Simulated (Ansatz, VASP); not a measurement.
**One calculation of CoSn, two programs**

The input INCAR:

```
SYSTEM = CoSn
PREC = Accurate
ENCUT = 520
EDIFF = 1E-6
ISMEAR = 0
SIGMA = 0.15
LREAL = .False.
LASPH = .True.
NELM = 80
ALGO = Fast
ISIF = 2
LWAVE = .False.
LCHARG = .False.
GGA = PE
NBANDS = 44
```

KPOINTS

```
regular mesh
0
Gamma
  12 12 12
  0 0 0
```

Contents of POSCAR:

```
CoSn
1.0
    5.2965850066      0.0000000000      0.0000000000
   -2.6482925033      4.5869771690      0.0000000000
    0.0000000000      0.0000000000      4.5687106922
Co Sn
3 3
Direct
    0.0000000000      0.5000000000      0.0000000000
    0.5000000000      0.5000000000      0.0000000000
    0.5000000000      0.0000000000      0.0000000000
    0.6666666667      0.3333333333      0.5000000000
    0.3333333333      0.6666666667      0.5000000000
    0.0000000000      0.0000000000      0.0000000000
```

Input for Ansatz:

```yaml
crystal:
  lattice:
    - [5.2965850066, 0.0, 0.0]
    - [-2.6482925033, 4.586977169, 0.0]
    - [0.0, 0.0, 4.5687106922]
  atoms:
    - { symbol: Co, position: [0.0, 0.5, 0.0] }
    - { symbol: Co, position: [0.5, 0.5, 0.0] }
    - { symbol: Co, position: [0.5, 0.0, 0.0] }
    - { symbol: Sn, position: [0.6666666667, 0.3333333333, 0.5] }
    - { symbol: Sn, position: [0.3333333333, 0.6666666667, 0.5] }
    - { symbol: Sn, position: [0.0, 0.0, 0.0] }
basis:
  ecutwfc: 420
kpoints:
  mp_grid: { grid: [12, 12, 12] }
hamiltonian:
  xc: pbe
scf:
  occupations: { method: gaussian, width: 0.15 }
output:
  forces: true
  stress: true
  eigenvalues: true
```

Change from the starting cell: strain +0.000 along x and y, +0.080 along z, atoms carried along.

Alike in both runs: task single point; functional PBE; k mesh 12 × 12 × 12; occupations gaussian, width 0.15 eV; no spin polarisation.

|  | VASP | Ansatz |
| --- | --- | --- |
| version | VASP 6.6.1 | Ansatz 0.2.0 |
| potentials or method | VASP PAW PBE potentials, release 64 (Co, Sn_d), cutoff 520 eV | scalar-relativistic, plane waves, PAW |
| valence electrons in the cell | 69 | 93 |

VASP gave:

```
gap on the k mesh at the Fermi level (eV)                     : none
pressure (GPa)                                                : -7.4
traceless stress, the component that is largest in VASP (GPa) : -7.00
```

Problem. Estimate Ansatz's values.

Solution. gap on the k mesh at the Fermi level (eV): none; pressure (GPa): -7.4; traceless stress, the component that is largest in VASP (GPa): -6.97.

A gap of «none» marks a metal or a gap that the smearing closes. With one functional, cell and mesh, what is left measures potentials, basis and numerics. VASP's potentials hold 69 valence electrons a cell and Ansatz's 93, so a difference there can come from the potentials and not from the codes.
